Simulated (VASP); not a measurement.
Input of a VASP 6.6.1 run:

File POSCAR:

```
CaO
1.0
    2.3494925767      2.3494925767      0.0000000000
   -2.3494925767      2.3494925767      0.0000000000
    0.0000000000      2.3494925767      2.4262107016
Ca O
1 1
Direct
    0.0000000000      0.0000000000      0.0000000000
    0.5000000000      0.5000000000      0.0000000000
```

INCAR.step1

```
ALGO = Normal
EDIFF = 1E-4
ENCUT = 520
GGA = PE
ISMEAR = 0
LASPH = T
LCHARG = F
LREAL = F
LWAVE = T
NBANDS = 15
NELM = 60
PREC = Accurate
SIGMA = 0.01
```

INCAR.step2

```
ALGO = Normal
EDIFF = 1E-6
ENCUT = 520
ISIF = 2
ISMEAR = 0
ISTART = 1
LASPH = T
LCHARG = F
LMIXTAU = T
LREAL = F
LWAVE = F
METAGGA = R2SCAN
NBANDS = 15
NELM = 60
PREC = Accurate
SIGMA = 0.01
```

KPOINTS

```
k-points
0
Gamma
  8 8 8
```

Potentials or basis: VASP PAW PBE potentials, release 64 (Ca_sv, O).

Run with:

```bash
$ cat potpaw_PBE.64/Ca_sv/POTCAR potpaw_PBE.64/O/POTCAR > POTCAR
$ cp INCAR.step1 INCAR
$ mpirun -np 1 vasp_std > vasp.out
$ cp INCAR.step2 INCAR
$ mpirun -np 1 vasp_std > vasp.out
```

(1) What does it give for the pressure?

(2) Estimate the band gap on the k mesh.

## Answers

(1) 5.0 GPa.

(2) 4.12 eV, indirect (least direct gap 4.50 eV).

Caveat: the cell differs from its parent crystal (in-plane strain -0.02); the PAW data sets were made with another functional, which shifts forces and pressure a little.
